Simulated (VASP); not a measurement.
Input of a VASP 6.6.1 run:

The input INCAR:

```
ALGO = Normal
EDIFF = 1E-6
ENCUT = 520
GGA = PE
ISIF = 2
ISMEAR = -1
LASPH = T
LCHARG = T
LELF = T
LREAL = F
LVHAR = T
LWAVE = F
NBANDS = 16
NELM = 100
PREC = Accurate
SIGMA = 0.1
```

The input KPOINTS:

```
k-points
0
Gamma
  5 5 4
```

POSCAR

```
TiB2
1.0
    3.0292000000      0.0000000000      0.0000000000
   -1.5146000000      2.6233641531      0.0000000000
    0.0000000000      0.0000000000      3.2284000000
Ti B
1 2
Direct
    0.0000000000      0.0000000000      0.0000000000
    0.3333333333      0.6666666667      0.5000000000
    0.6666666667      0.3333333333      0.5000000000
```

Potentials or basis: VASP PAW PBE potentials, release 64 (Ti_sv, B).

Launch:

```console
$ cat potpaw_PBE.64/Ti_sv/POTCAR potpaw_PBE.64/B/POTCAR > POTCAR
$ mpirun -np 1 vasp_std > vasp.out
```

Q: Estimate the band gap on the k mesh.

A: Zero (band 9 reaches 10.38 eV, above the bottom of band 10 at 9.81 eV).

Q: Estimate the pressure.

A: 0.7 GPa.

Stress tensor (GPa, compression positive):
```
 1.48  0.00  0.00
 0.00  1.48  0.00
 0.00  0.00 -0.97
```

Caveat: the k points lie up to 0.49 Å⁻¹ apart.
